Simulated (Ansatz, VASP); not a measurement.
## Two plane-wave programs on H7N2F

The input INCAR:

```
SYSTEM = H7N2F
ALGO     = Normal         ! electronic algorithm
EDIFF    = 1E-8           ! SCF threshold, eV
ENCUT    = 520            ! plane-wave cutoff, eV
GGA      = PE             ! functional
ISIF     = 2              ! what is computed and relaxed
ISMEAR   = -1             ! smearing method
LASPH    = .TRUE.         ! aspherical terms in the spheres
LCHARG   = .FALSE.        ! write CHGCAR
LEFG     = .TRUE.       
LREAL    = Auto         
LWAVE    = .FALSE.        ! write WAVECAR
NBANDS   = 74             ! bands
NELM     = 100            ! most SCF steps
PREC     = Accurate       ! precision mode
SIGMA    = 0.02           ! smearing width, eV
```

The input KPOINTS:

```
k-points
0
G
  3 4 3
  0 0 0
```

POSCAR

```
H7N2F
1.0
    8.0483831800      0.0000000000      0.0000000000
    0.0000000000      5.6296524400      0.0000000000
    0.0000000000      0.0000000000      7.3676988900
H N F
28 8 4
Direct
    0.7253132400      0.7885011700      0.0282918500
    0.2746867600      0.2114988300      0.5282918500
    0.7746867600      0.7885011700      0.5282918500
    0.2253132400      0.2114988300      0.0282918500
    0.7455820900      0.0459763500      0.1494271700
    0.2544179100      0.9540236500      0.6494271700
    0.7544179100      0.0459763500      0.6494271700
    0.2455820900      0.9540236500      0.1494271700
    0.6309503400      0.0443963400      0.9567057800
    0.3690496600      0.9556036600      0.4567057800
    0.8690496600      0.0443963400      0.4567057800
    0.1309503400      0.9556036600      0.9567057800
    0.5590058000      0.9010109100      0.1462243800
    0.4409942000      0.0989890900      0.6462243800
    0.9409942000      0.9010109100      0.6462243800
    0.0590058000      0.0989890900      0.1462243800
    0.6297932400      0.4327700800      0.5617959400
    0.3702067600      0.5672299200      0.0617959400
    0.8702067600      0.4327700800      0.0617959400
    0.1297932400      0.5672299200      0.5617959400
    0.7358769100      0.4315138900      0.3716434700
    0.2641230900      0.5684861100      0.8716434700
    0.7641230900      0.4315138900      0.8716434700
    0.2358769100      0.5684861100      0.3716434700
    0.5635657600      0.5918575700      0.3869170300
    0.4364342400      0.4081424300      0.8869170300
    0.9364342400      0.5918575700      0.8869170300
    0.0635657600      0.4081424300      0.3869170300
    0.6636683900      0.9466082700      0.0710690000
    0.3363316100      0.0533917300      0.5710690000
    0.8363316100      0.9466082700      0.5710690000
    0.1636683900      0.0533917300      0.0710690000
    0.6666102700      0.5364770900      0.4555357800
    0.3333897300      0.4635229100      0.9555357800
    0.8333897300      0.5364770900      0.9555357800
    0.1666102700      0.4635229100      0.4555357800
    0.6058874200      0.1969478500      0.7625906000
    0.3941125800      0.8030521500      0.2625906000
    0.8941125800      0.1969478500      0.2625906000
    0.1058874200      0.8030521500      0.7625906000
```

Input for Ansatz:

```yaml
crystal:
  lattice:
    - [8.04838318, 0.0, 0.0]
    - [0.0, 5.62965244, 0.0]
    - [0.0, 0.0, 7.36769889]
  atoms:
    - { symbol: H, position: [0.72531324, 0.78850117, 0.02829185] }
    - { symbol: H, position: [0.27468676, 0.21149883, 0.52829185] }
    - { symbol: H, position: [0.77468676, 0.78850117, 0.52829185] }
    - { symbol: H, position: [0.22531324, 0.21149883, 0.02829185] }
    - { symbol: H, position: [0.74558209, 0.04597635, 0.14942717] }
    - { symbol: H, position: [0.25441791, 0.95402365, 0.64942717] }
    - { symbol: H, position: [0.75441791, 0.04597635, 0.64942717] }
    - { symbol: H, position: [0.24558209, 0.95402365, 0.14942717] }
    - { symbol: H, position: [0.63095034, 0.04439634, 0.95670578] }
    - { symbol: H, position: [0.36904966, 0.95560366, 0.45670578] }
    - { symbol: H, position: [0.86904966, 0.04439634, 0.45670578] }
    - { symbol: H, position: [0.13095034, 0.95560366, 0.95670578] }
    - { symbol: H, position: [0.5590058, 0.90101091, 0.14622438] }
    - { symbol: H, position: [0.4409942, 0.09898909, 0.64622438] }
    - { symbol: H, position: [0.9409942, 0.90101091, 0.64622438] }
    - { symbol: H, position: [0.0590058, 0.09898909, 0.14622438] }
    - { symbol: H, position: [0.62979324, 0.43277008, 0.56179594] }
    - { symbol: H, position: [0.37020676, 0.56722992, 0.06179594] }
    - { symbol: H, position: [0.87020676, 0.43277008, 0.06179594] }
    - { symbol: H, position: [0.12979324, 0.56722992, 0.56179594] }
    - { symbol: H, position: [0.73587691, 0.43151389, 0.37164347] }
    - { symbol: H, position: [0.26412309, 0.56848611, 0.87164347] }
    - { symbol: H, position: [0.76412309, 0.43151389, 0.87164347] }
    - { symbol: H, position: [0.23587691, 0.56848611, 0.37164347] }
    - { symbol: H, position: [0.56356576, 0.59185757, 0.38691703] }
    - { symbol: H, position: [0.43643424, 0.40814243, 0.88691703] }
    - { symbol: H, position: [0.93643424, 0.59185757, 0.88691703] }
    - { symbol: H, position: [0.06356576, 0.40814243, 0.38691703] }
    - { symbol: "N", position: [0.66366839, 0.94660827, 0.071069] }
    - { symbol: "N", position: [0.33633161, 0.05339173, 0.571069] }
    - { symbol: "N", position: [0.83633161, 0.94660827, 0.571069] }
    - { symbol: "N", position: [0.16366839, 0.05339173, 0.071069] }
    - { symbol: "N", position: [0.66661027, 0.53647709, 0.45553578] }
    - { symbol: "N", position: [0.33338973, 0.46352291, 0.95553578] }
    - { symbol: "N", position: [0.83338973, 0.53647709, 0.95553578] }
    - { symbol: "N", position: [0.16661027, 0.46352291, 0.45553578] }
    - { symbol: F, position: [0.60588742, 0.19694785, 0.7625906] }
    - { symbol: F, position: [0.39411258, 0.80305215, 0.2625906] }
    - { symbol: F, position: [0.89411258, 0.19694785, 0.2625906] }
    - { symbol: F, position: [0.10588742, 0.80305215, 0.7625906] }
kpoints:
  mp_grid: { grid: [3, 4, 3] }
scf:
  occupations: { method: fermi_dirac, width: 0.02 }
hamiltonian:
  xc: pbe
  pseudopotentials: { kind: paw }
output:
  forces: true
  stress: true
  populations: true
  efg:
    quadrupole_moments_barn: { H: 0.00285783, "N": 0.02044 }
    contact_densities: true
basis:
  ecutwfc: 550
```

Alike in both runs: task electric field gradients; functional PBE; k mesh 3 × 4 × 3; occupations fermi-dirac, width 0.02 eV; no spin polarisation.

```csv
,VASP,Ansatz
version,VASP 6.6.1,Ansatz 0.2.0
potentials or method,"VASP PAW PBE potentials, release 64 (H, N, F), cutoff 520 eV","plane-wave PAW, scalar-relativistic"
valence electrons in the cell,96,96
```

```csv
,VASP,Ansatz,Ansatz less VASP
gap on the k mesh at the Fermi level (eV),4.96,4.96,+0.005
pressure (GPa),2.1,2.4,+0.23
"traceless stress, the component that is largest in VASP (GPa)",-0.17,-0.15,+0.027
rms of the force components (eV/Å),0.128,0.127,-0.0017
size of Vzz on the site where it differs most (V/Å²),64.8,67.2,+2.43
```

Atom by atom the forces differ by 0.011 eV/Å (rms over components). With one functional, cell and mesh, what is left measures potentials, basis and numerics.
